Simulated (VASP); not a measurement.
Write the native input for VASP 6.6.1 that does the following.

```yaml
Task: single point
Functional: HSE06
Potentials_or_basis: VASP PAW PBE potentials, release 64 (Cu, I)
Cutoff: 520 eV
k_mesh: 4 × 4 × 4
Occupations: fermi-dirac, width 0.05 eV
Spin: no spin polarisation
Dipole_correction: no
Grid_for_exact_exchange_PRECFOCK: Normal
Further_INCAR_settings: ALGO = Normal; EDIFF = 1e-06; NBANDS = 16
Share_of_exact_exchange: 0.25
Screening_parameter: 0.2079 1/Å
```

CuI (zinc blende type):

```
Cu I
1.0
     0.00000    3.08507    3.08507
     3.08507    0.00000    3.08507
     3.08507    3.08507    0.00000
Cu I
1 1
Cartesian
  0.0000 0.0000 0.0000
  1.5425 1.5425 1.5425
```

These files were run (other wordings do the same):

POSCAR

```
CuI
1.0
    0.0000000000      3.0850703846      3.0850703846
    3.0850703846      0.0000000000      3.0850703846
    3.0850703846      3.0850703846      0.0000000000
Cu I
1 1
Direct
    0.0000000000      0.0000000000      0.0000000000
    0.2500000000      0.2500000000      0.2500000000
```

INCAR.step1

```
ALGO = Normal ; EDIFF = 1E-5
ENCUT = 520 ; GGA = PE
ISIF = 2 ; ISMEAR = -1
LASPH = True ; LCHARG = False
LREAL = False ; LWAVE = True
NBANDS = 16 ; NELM = 60
PREC = Accurate ; SIGMA = 0.05
```

INCAR.step2

```
ALGO = Normal ; EDIFF = 1E-6
ENCUT = 520 ; GGA = PE
HFSCREEN = 0.2079 ; ISIF = 2
ISMEAR = -1 ; ISTART = 1
LASPH = True ; LCHARG = False
LHFCALC = True ; LREAL = False
LWAVE = False ; NBANDS = 16
NELM = 60 ; PREC = Accurate
PRECFOCK = Normal ; SIGMA = 0.05
```

KPOINTS

```
k-points
0
Gamma
  4 4 4
```

Potentials or basis: VASP PAW PBE potentials, release 64 (Cu, I).

Run with:

```sh
$ cat potpaw_PBE.64/Cu/POTCAR potpaw_PBE.64/I/POTCAR > POTCAR
$ cp INCAR.step1 INCAR
$ mpirun -np 1 vasp_std > vasp.out
$ cp INCAR.step2 INCAR
$ mpirun -np 1 vasp_std > vasp.out
```

It gave:

```
Pressure               : -1.3 GPa
Band gap on the k mesh : 2.49 eV
```

Caveat: the k points lie up to 0.44 Å⁻¹ apart; the PAW data sets were made with another functional, which shifts forces and pressure a little; spin-orbit coupling is left out, which moves the levels of the heavy elements.

Wall time 19 min on 1 thread of Intel(R) Xeon(R) Platinum 8259CL CPU @ 2.50GHz (Skylake/Cascade Lake), on a shared host, peak memory 0.29 GiB.
